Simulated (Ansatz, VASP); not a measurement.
## RbBr: VASP beside Ansatz

File INCAR:

```
SYSTEM = RbBr
PREC = Accurate
ENCUT = 520
EDIFF = 1E-6
ISMEAR = -1
SIGMA = 0.03
LREAL = .False.
LASPH = .True.
NELM = 150
ALGO = Normal
ISIF = 2
LWAVE = .False.
LCHARG = .False.
LNONCOLLINEAR = .True.
MAGMOM = 0 0 0 0 0 0
LORBIT = 11
LSORBIT = .True.
GGA_COMPAT = .False.
LORBMOM = .True.
GGA = PE
NBANDS = 28
```

Contents of KPOINTS:

```
Automatic mesh
0
Gamma
  7 7 7
  0 0 0
```

File POSCAR:

```
RbBr
1.0
    0.0000000000      3.4275000000      3.4275000000
    3.4275000000      0.0000000000      3.4275000000
    3.4275000000      3.4275000000      0.0000000000
Rb Br
1 1
Direct
    0.0000000000      0.0000000000      0.0000000000
    0.5000000000      0.5000000000      0.5000000000
```

Input for Ansatz:

```yaml
crystal:
  lattice:
    - [0.0, 3.4275, 3.4275]
    - [3.4275, 0.0, 3.4275]
    - [3.4275, 3.4275, 0.0]
  atoms:
    - { symbol: Rb, position: [0.0, 0.0, 0.0] }
    - { symbol: Br, position: [0.5, 0.5, 0.5] }
kpoints:
  mp_grid: { grid: [7, 7, 7] }
  band_path:
    path:
      - [0.0, 0.0, 0.0]
      - [0.5, 0.0, 0.5]
      - [0.625, 0.25, 0.625]
      - [0.375, 0.375, 0.75]
      - [0.0, 0.0, 0.0]
      - [0.5, 0.5, 0.5]
      - [0.5, 0.25, 0.75]
      - [0.5, 0.0, 0.5]
    npoints: 5
scf:
  occupations: { method: fermi_dirac, width: 0.03 }
hamiltonian:
  xc: pbe
  pseudopotentials: { kind: all_electron, lapw: { basis_error: 0.001 } }
output:
  forces: true
  stress: true
  eigenvalues: true
magnetization:
  noncollinear: true
  spin_orbit: true
```

Alike in both runs: task single point; functional PBE; k mesh 7 × 7 × 7; occupations fermi-dirac, width 0.03 eV; non-collinear spin, spin-orbit coupling.

|  | VASP | Ansatz |
| --- | --- | --- |
| version | VASP 6.6.1 | Ansatz 0.2.0 |
| potentials or method | VASP PAW PBE potentials, release 64 (Rb_sv, Br), cutoff 520 eV | all-electron LAPW |

```csv
,VASP,Ansatz,Ansatz less VASP
pressure (GPa),1.0,1.0,-0.03
net moment per atom (μB),0.00,0.00,0.000
```

Ansatz ran all-electron here, and VASP with PAW potentials.
